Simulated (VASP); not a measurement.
# CaZr3N2 (P6/mmm) in VASP: a series of runs

Runs on CaZr3N2. Level: PBE. Tasks: single point.

All numbers are computed with VASP 6.6.1; they aren't measurements. Logs are shortened: lines on timing, memory, paths and dates and some standing lists are left out, and cuts for length are marked.

### Step 1. The cell of the first run

The structure is hexagonal, space group P6/mmm (No. 191). The conventional cell has a = 7.081 Å, b = 7.081 Å, c = 3.318 Å, α = 90.00°, β = 90.00°, γ = 120.00°. Ca (site symmetry 6/mmm) has 2 Ca at 3.32 Å and 6 Zr at 3.54 Å and 6 N at 4.09 Å within 4.4 Å. Zr (site symmetry mmm) has 2 N at 2.04 Å within 2.7 Å. N (site symmetry -6m2) has 3 Zr at 2.04 Å within 2.7 Å.

### Step 2. Single point, PBE

The input, INCAR:

```
PREC = Accurate
ENCUT = 520
EDIFF = 1E-6
ISMEAR = 0
SIGMA = 0.1
LREAL = F
LASPH = T
NELM = 100
ALGO = Normal
ISIF = 2
LWAVE = F
LCHARG = F
GGA = PE
NBANDS = 37
```

The input, KPOINTS:

```
regular mesh
0
Gamma
  6 6 6
```

The input, POSCAR:

```
CaZr3N2
1.0
    7.0807131023     -0.0000000036      0.0000000000
   -3.5403565481      6.1320774253      0.0000000000
    0.0000000000      0.0000000000      3.3178137008
Ca Zr N
1 3 2
Direct
    0.0000000000      0.0000000000      0.0000000000
    0.5000000000      0.0000000000      0.0000000000
    0.0000000000      0.5000000000      0.0000000000
    0.5000000000      0.5000000000      0.0000000000
    0.3333333333      0.6666666667      0.0000000000
    0.6666666667      0.3333333333      0.0000000000
```

Potentials or basis: VASP PAW PBE potentials, release 64 (Ca_sv, Zr_sv, N).

Launch:

```sh
> cat potpaw_PBE.64/Ca_sv/POTCAR potpaw_PBE.64/Zr_sv/POTCAR potpaw_PBE.64/N/POTCAR > POTCAR
> mpirun -np 1 vasp_std > vasp.out
```

OUTCAR:

```text
PREC = Accurate
   ENCUT = 520
   EDIFF = 1E-6
   ISMEAR = 0
   LREAL = F
   LASPH = T
   NELM = 100
   ISIF = 2
   GGA = PE

 ion  position               nearest neighbor table
   1  0.000  0.000  0.000-
   2  0.500  0.000  0.000-   5 2.04   6 2.04   3 3.54   3 3.54   4 3.54   4 3.54
   3  0.000  0.500  0.000-   5 2.04   6 2.04   2 3.54   2 3.54   4 3.54   4 3.54
   4  0.500  0.500  0.000-   5 2.04   6 2.04   3 3.54   3 3.54   2 3.54   2 3.54
   5  0.333  0.667  0.000-   3 2.04   2 2.04   4 2.04
   6  0.667  0.333  0.000-   3 2.04   2 2.04   4 2.04

  LATTYP: Found a hexagonal cell.
 ALAT       =     7.0807131023
 C/A-ratio  =     0.4685705596

  Lattice vectors:

 A1 = (   7.0807131023,  -0.0000000036,   0.0000000000)
 A2 = (  -3.5403565481,   6.1320774253,   0.0000000000)
 A3 = (   0.0000000000,   0.0000000000,   3.3178137008)

Analysis of symmetry for initial positions (statically):
=====================================================================
 Subroutine PRICEL returns:
 Original cell was already a primitive cell.

 Routine SETGRP: Setting up the symmetry group for a
 hexagonal supercell.

 Subroutine GETGRP returns: Found 24 space group operations
 (whereof 24 operations were pure point group operations)
 out of a pool of 24 trial point group operations.

The static configuration has the point symmetry D_6h.

Analysis of symmetry for dynamics (positions and initial velocities):
=====================================================================
 Subroutine PRICEL returns:
 Original cell was already a primitive cell.

 Routine SETGRP: Setting up the symmetry group for a
 hexagonal supercell.

 Subroutine GETGRP returns: Found 24 space group operations
 (whereof 24 operations were pure point group operations)
 out of a pool of 24 trial point group operations.

The dynamic configuration has the point symmetry D_6h.

 Subroutine INISYM returns: Found 24 space group operations
 (whereof 24 operations are pure point group operations),
 and found     1 'primitive' translations

----------------------------------------------------------------------------------------

                                     Primitive cell

  volume of cell :     144.0577

  direct lattice vectors                    reciprocal lattice vectors
     7.080713102 -0.000000004  0.000000000     0.141228713  0.081538436  0.000000000
    -3.540356548  6.132077425  0.000000000     0.000000000  0.163076871  0.000000000
     0.000000000  0.000000000  3.317813701     0.000000000  0.000000000  0.301403301

  length of vectors
     7.080713102  7.080713102  3.317813701     0.163076871  0.163076871  0.301403301

  position of ions in fractional coordinates (direct lattice)
     0.000000000  0.000000000  0.000000000
     0.500000000  0.000000000  0.000000000
     0.000000000  0.500000000  0.000000000
     0.500000000  0.500000000  0.000000000
     0.333333333  0.666666667  0.000000000
     0.666666667  0.333333333  0.000000000

  ion indices of the primitive-cell ions
   primitive index   ion index
                 1           1
                 2           2
                 3           3
                 4           4
                 5           5
                 6           6

----------------------------------------------------------------------------------------

 KPOINTS: regular mesh

Automatic generation of k-mesh.
 Grid dimensions read from file:
 generate k-points for:    6    6    6

 Generating k-lattice:

  Cartesian coordinates                     Fractional coordinates (reciprocal lattice)
     0.023538119  0.013589739  0.000000000     0.166666667  0.000000000  0.000000000
     0.000000000  0.027179479  0.000000000     0.000000000  0.166666667  0.000000000
     0.000000000  0.000000000  0.050233883     0.000000000  0.000000000  0.166666667

  Length of vectors
     0.027179479  0.027179479  0.050233883

  Shift w.r.t. Gamma in fractional coordinates (k-lattice)
     0.000000000  0.000000000  0.000000000

 Subroutine IBZKPT returns following result:
 ===========================================

 Found     28 irreducible k-points:

 Following reciprocal coordinates:
            Coordinates               Weight
  0.000000  0.000000  0.000000      1.000000
  0.166667  0.000000  0.000000      6.000000
  0.333333  0.000000  0.000000      6.000000
  0.500000  0.000000  0.000000      3.000000
  0.166667  0.166667  0.000000      6.000000
  0.333333  0.166667  0.000000     12.000000
[... 16 lines left out ...]
  0.166667  0.000000  0.500000      6.000000
  0.333333  0.000000  0.500000      6.000000
 [... further k-points ...]
   k-points           NKPTS =     28   k-points in BZ     NKDIM =     28   number of bands    NBANDS=     37
   number of dos      NEDOS =    301   number of ions     NIONS =      6
   total plane-waves  NPLWV =  81648
   dimension x,y,z NGX =    54 NGY =   54 NGZ =   28
   dimension x,y,z NGXF=   108 NGYF=  108 NGZF=   56
   ions per type =               1   3   2
   NGX,Y,Z   is equivalent  to a cutoff of  12.68, 12.68, 14.03 a.u.
   NGXF,Y,Z  is equivalent  to a cutoff of  25.36, 25.36, 28.06 a.u.
 SYSTEM =  unknown system
   PREC   = accura    normal or accurate (medium, high low for compatibility)
   ISTART =      0    job   : 0-new  1-cont  2-samecut
   ICHARG =      2    charge: 1-file 2-atom 10-const
   ISPIN  =      1    spin polarized calculation?
   LNONCOLLINEAR =      F non collinear calculations
   LSORBIT =      F    spin-orbit coupling
   LASPH  =      T    aspherical Exc in radial PAW
   ENCUT  =  520.0 eV  38.22 Ry    6.18 a.u.  13.17 13.17  6.17*2*pi/ulx,y,z
   NELM   =    100;   NELMIN=  2; NELMDL= -5     # of ELM steps
   EDIFF  = 0.1E-05   stopping-criterion for ELM
   LREAL  =      F    real-space projection
   EDIFFG = 0.1E-04   stopping-criterion for IOM
   NSW    =      0    number of steps for IOM
   IBRION =     -1    ionic relax: 0-MD 1-quasi-New 2-CG
   NFREE  =      0    steps in history (QN), initial steepest desc. (CG)
   ISIF   =      2    stress and relaxation
   ISYM   =      2    0-nonsym 1-usesym 2-fastsym
   POTIM  = 0.5000    time-step for ionic-motion
   TEBEG  =    0.0;   TEEND  =   0.0 temperature during run
   PSTRESS=    0.0 pullay stress
   NELECT =      56.0000    total number of electrons
   NUPDOWN=      -1.0000    fix difference up-down
   EMIN   =  10.00;   EMAX   =-10.00  energy-range for DOS
   EFERMI =   0.00;   METHOD = LEGACY
   ISMEAR =     0;   SIGMA  =   0.10  broadening in eV -4-tet -1-fermi 0-gaus
   EFERMI_NEDOS =   21; number of points for ismear=-14 and -15
   IALGO  =     38    algorithm
   IMIX   =      4    mixing-type and parameters
     AMIX     =   0.40;   BMIX     =  1.00
     AMIX_MAG =   1.60;   BMIX_MAG =  1.00
  volume/ion in A,a.u.               =      24.01       162.02
  Fermi-wavevector in a.u.,A,eV,Ry     =   1.194791  2.257828 19.422666  1.427526
  Thomas-Fermi vector in A             =   2.330772
   LORBIT       =      0    0 simple, 1 ext, 2 COOP (PROOUT), +10 PAW based schemes
   GGA     = PE    functional components
   LHFCALC =     F    Hartree Fock is set to
   AEXX    =    0.0000 exact exchange contribution
   IVDW    =     0    specifies the selected vdW correction
   LEPSILON=     F    determine dielectric tensor
   LRPA    =     F    only Hartree local field effects (RPA)
 non-spin polarized calculation
 Gauss-broadening in eV      SIGMA  =   0.10
  energy-cutoff  :      520.00
  volume of cell :      144.06
 maximum number of plane-waves:      3920
 NGX is ok and might be reduce to    54
   NGX = 27   NGY = 27   NGZ = 13

 number of electron      55.9999998 magnetization

 Free energy of the ion-electron system (eV)
  ---------------------------------------------------
  ext. energy  EPLUGINS =         0.00000000
  ---------------------------------------------------
  free energy    TOTEN  =       -45.28860147 eV

  energy without entropy =      -45.25794364  energy(sigma->0) =      -45.27327255

 E-fermi :   5.0099     XC(G=0):  -9.4433

 val. band max:        5.0068936393   @ k =   0.5000   0.0000   0.1667
 cond. band min:       5.0125419764   @ k =   0.3333   0.1667   0.5000
 fundamental gap:      0.0056483371
 Fermi energy:         5.0099037903

 k-point     1 :       0.0000    0.0000    0.0000
  band No.  band energies     occupation
      1     -44.1071      2.00000
      2     -44.0791      2.00000
      3     -44.0791      2.00000
      4     -36.7965      2.00000
      5     -22.5970      2.00000
      6     -22.2693      2.00000
[... 29 lines left out ...]
     36       7.8723      0.00000
     37       7.8723      0.00000

 k-point     2 :       0.1667    0.0000    0.0000
  band No.  band energies     occupation
      1     -44.1055      2.00000
      2     -44.0808      2.00000
      3     -44.0791      2.00000
      4     -36.7965      2.00000
      5     -22.5680      2.00000
      6     -22.2682      2.00000
[... 29 lines left out ...]
     36       7.6846      0.00000
     37       8.0231      0.00000

 k-point     3 :       0.3333    0.0000    0.0000
  band No.  band energies     occupation
      1     -44.1012      2.00000
      2     -44.0850      2.00000
      3     -44.0791      2.00000
      4     -36.7965      2.00000
      5     -22.4944      2.00000
      6     -22.2643      2.00000
[... 29 lines left out ...]
     36       7.5329      0.00000
     37       7.8750      0.00000

 k-point     4 :       0.5000    0.0000    0.0000
  band No.  band energies     occupation
      1     -44.0978      2.00000
      2     -44.0885      2.00000
      3     -44.0791      2.00000
      4     -36.7965      2.00000
      5     -22.4405      2.00000
      6     -22.2533      2.00000
[... 29 lines left out ...]
     36       7.5260      0.00000
     37       7.7105      0.00000
[... 683 lines left out ...]
      1     -44.0770      2.00000
      2     -44.0496      2.00000
      3     -44.0496      2.00000
      4     -36.7608      2.00000
      5     -22.5469      2.00000
      6     -22.3683      2.00000
[... 29 lines left out ...]
     36       8.0196      0.00000
     37       8.0196      0.00000

 k-point    23 :       0.1667    0.0000    0.5000
  band No.  band energies     occupation
      1     -44.0754      2.00000
      2     -44.0512      2.00000
      3     -44.0496      2.00000
      4     -36.7608      2.00000
      5     -22.5187      2.00000
      6     -22.3659      2.00000
[... 29 lines left out ...]
     36       7.9658      0.00000
     37       8.1648      0.00000

 k-point    24 :       0.3333    0.0000    0.5000
  band No.  band energies     occupation
      1     -44.0712      2.00000
      2     -44.0554      2.00000
      3     -44.0496      2.00000
      4     -36.7609      2.00000
      5     -22.4473      2.00000
      6     -22.3595      2.00000
[... 29 lines left out ...]
     36       7.7874      0.00000
     37       7.8364      0.00000

 [... further k-points ...]
[... 5 lines left out ...]
  --------------------------------------------------------------------------------------
  -------------------------------------------------------------------------------------
  Total        0.1607336      0.1607336     -0.0463111     -0.0000000     -0.0000000      0.0000000
  in kB        1.7876422      1.7876422     -0.5150612     -0.0000000     -0.0000000      0.0000000
  external PRESSURE =       1.0200744 kB  Pullay stress =       0.0000000 kB

 VOLUME and BASIS-vectors are now :
 -----------------------------------------------------------------------------
  energy-cutoff  :      520.00
  volume of cell :      144.06
      direct lattice vectors                 reciprocal lattice vectors
     7.080713102 -0.000000004  0.000000000     0.141228713  0.081538436  0.000000000
    -3.540356548  6.132077425  0.000000000     0.000000000  0.163076871  0.000000000
     0.000000000  0.000000000  3.317813701     0.000000000  0.000000000  0.301403301

 POSITION                                       TOTAL-FORCE (eV/Angst)
 -----------------------------------------------------------------------------------
      0.00000      0.00000      0.00000        -0.000000      0.000000      0.000000
      3.54036     -0.00000      0.00000        -0.000000      0.000000      0.000000
     -1.77018      3.06604      0.00000        -0.000000      0.000000      0.000000
      1.77018      3.06604      0.00000        -0.000000      0.000000      0.000000
      0.00000      4.08805      0.00000         0.000000     -0.000000     -0.000000
      3.54036      2.04403      0.00000        -0.000000      0.000000      0.000000
 -----------------------------------------------------------------------------------
    total drift:                                0.000000      0.000000      0.000000

  FREE ENERGIE OF THE ION-ELECTRON SYSTEM (eV)
  ---------------------------------------------------
  free  energy   TOTEN  =       -45.2886014664 eV

  energy  without entropy=      -45.2579436391  energy(sigma->0) =      -45.27327255
```

Run time: 3.3 min. Hardware: 1 thread of AMD EPYC 7R43 (Zen 3), shared host; peak memory 0.29 GiB.

Results:

| Quantity | Value |
| --- | --- |
| Free energy | -45.2886 eV |
| Pressure | 0.1 GPa |
| Band gap on the k mesh | zero (band 28 reaches 5.37 eV, above the bottom of band 29 at 4.51 eV) |

Stress tensor (GPa, compression positive):
```
 0.18  0.00  0.00
 0.00  0.18  0.00
 0.00  0.00 -0.05
```

### Step 3. Single point, PBE

This run uses another cell than the first one, of 16.67 Å³/atom, 0.695 times its volume.

The input, INCAR:

```
SYSTEM = CaZr3N2
PREC     = Accurate       ! precision mode
ENCUT    = 520            ! plane-wave cutoff, eV
EDIFF    = 1E-6           ! SCF threshold, eV
ISMEAR   = 0              ! smearing method
SIGMA    = 0.1            ! smearing width, eV
LREAL    = .False.        ! projectors in reciprocal space
LASPH    = .True.         ! aspherical terms in the spheres
NELM     = 80             ! most SCF steps
ALGO     = Normal         ! electronic algorithm
ISIF     = 2              ! what is computed and relaxed
LWAVE    = .False.        ! write WAVECAR
LCHARG   = .False.        ! write CHGCAR
GGA      = PE             ! functional
NBANDS   = 37             ! bands
```

The input, KPOINTS:

```
Automatic mesh
0
Gamma
  6 6 6
  0 0 0
```

The input, POSCAR:

```
CaZr3N2
1.0
    5.6725500100      0.0000000000      0.0000000000
   -2.8362750000      4.9125724100      0.0000000000
    0.0000000000      0.0000000000      3.5902863900
Ca Zr N
1 3 2
Direct
    0.0000000000      0.0000000000      0.0000000000
    0.5000000000      0.0000000000      0.0000000000
    0.0000000000      0.5000000000      0.0000000000
    0.5000000000      0.5000000000      0.0000000000
    0.3333333300      0.6666666700      0.0000000000
    0.6666666700      0.3333333300      0.0000000000
```

Potentials or basis: VASP PAW PBE potentials, release 64 (Ca_sv, Zr_sv, N).

Launch:

```sh
> cat potpaw_PBE.64/Ca_sv/POTCAR potpaw_PBE.64/Zr_sv/POTCAR potpaw_PBE.64/N/POTCAR > POTCAR
> mpirun -np 1 vasp_std > vasp.out
```

It took 2.1 min on 1 thread of AMD EPYC 7R43 (Zen 3), shared host; peak memory 0.23 GiB.

It converged, with:

```
Free energy            : -22.8945 eV
Pressure               : 119.0 GPa
Band gap on the k mesh : zero (band 28 reaches 8.49 eV, above the bottom of band 29 at 8.19 eV)
```

Stress tensor (GPa, compression positive):
```
182.14   0.00   0.00
  0.00 182.14   0.00
  0.00   0.00  -7.25
```

Levels at points of the mesh, in eV from the Fermi level:
```
           k point  band 25  band 26  band 27  band 28  band 29  band 30  band 31  band 32
(0.00, 0.00, 0.00)    -2.17    -2.00     0.02     0.02     0.06     0.06     0.37     0.37
(0.50, 0.00, 0.00)    -3.07    -2.71    -0.91    -0.49     0.03     0.76     1.04     1.10
(0.00, 0.00, 0.50)    -2.31    -1.58    -1.58     0.20     0.25     0.25     2.83     2.83
(0.50, 0.00, 0.50)    -1.97    -1.39    -0.98     0.03     0.41     0.46     1.02     2.72
```
